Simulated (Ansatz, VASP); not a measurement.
Two plane-wave programs on Ta2N

Contents of INCAR:

```
SYSTEM = Ta2N
PREC     = Accurate       ! precision mode
ENCUT    = 520            ! plane-wave cutoff, eV
EDIFF    = 1E-6           ! SCF threshold, eV
ISMEAR   = 0              ! smearing method
SIGMA    = 0.15           ! smearing width, eV
LREAL    = .False.        ! projectors in reciprocal space
LASPH    = .True.         ! aspherical terms in the spheres
NELM     = 80             ! most SCF steps
ALGO     = Normal         ! electronic algorithm
ISIF     = 2              ! what is computed and relaxed
LWAVE    = .False.        ! write WAVECAR
LCHARG   = .True.         ! write CHGCAR
GGA      = PS             ! functional
LELF     = .True.         ! ELF
LVHAR    = .True.       
NBANDS   = 20             ! bands
```

The input KPOINTS:

```
regular mesh
0
Gamma
  18 18 10
  0 0 0
```

Contents of POSCAR:

```
Ta2N
1.0
    3.0786153869      0.0000000000      0.0000000000
   -1.5393076935      2.6661591336      0.0000000000
    0.0000000000      0.0000000000      4.8232571780
Ta N
2 1
Direct
    0.6666666667      0.3333333333      0.7455332377
    0.3333333333      0.6666666667      0.2530223415
    0.0000000000      0.0000000000      0.0186595897
```

Input for Ansatz:

```yaml
crystal:
  lattice:
    - [3.0786153869, 0.0, 0.0]
    - [-1.5393076935, 2.6661591336, 0.0]
    - [0.0, 0.0, 4.823257178]
  atoms:
    - { symbol: Ta, position: [0.6666666667, 0.3333333333, 0.7455332377] }
    - { symbol: Ta, position: [0.3333333333, 0.6666666667, 0.2530223415] }
    - { symbol: "N", position: [0.0, 0.0, 0.0186595897] }
basis:
  ecutwfc: 420
kpoints:
  mp_grid: { grid: [18, 18, 10] }
hamiltonian:
  xc: pbesol
scf:
  occupations: { method: gaussian, width: 0.15 }
output:
  forces: true
  stress: true
  eigenvalues: true
```

Change from the starting cell: mode 9 (572.2 1/cm) frozen in, largest displacement +0.090 Å.

Alike in both runs: task single point; functional PBEsol; k mesh 18 × 18 × 10; occupations gaussian, width 0.15 eV; no spin polarisation.

```csv
,VASP,Ansatz
version,VASP 6.6.1,Ansatz 0.2.0
potentials or method,"VASP PAW PBE potentials, release 64 (Ta_pv, N), cutoff 520 eV","scalar-relativistic, plane waves, PAW"
valence electrons in the cell,27,31
```

|  | VASP | Ansatz | Ansatz less VASP |
| --- | --- | --- | --- |
| gap on the k mesh at the Fermi level (eV) | none | none | - |
| pressure (GPa) | 1.4 | 0.9 | -0.56 |
| traceless stress, the component that is largest in VASP (GPa) | -0.68 | -0.61 | +0.065 |
| rms of the force components (eV/Å) | 0.619 | 0.612 | -0.0067 |

VASP's potentials were made for PBE, not for PBEsol. Atom by atom the forces differ by 0.027 eV/Å (rms over components). A gap of «none» marks a metal or a gap that the smearing closes. VASP's potentials hold 27 valence electrons a cell and Ansatz's 31, so a difference there can come from the potentials and not from the codes.

Neither program's run includes spin-orbit coupling.
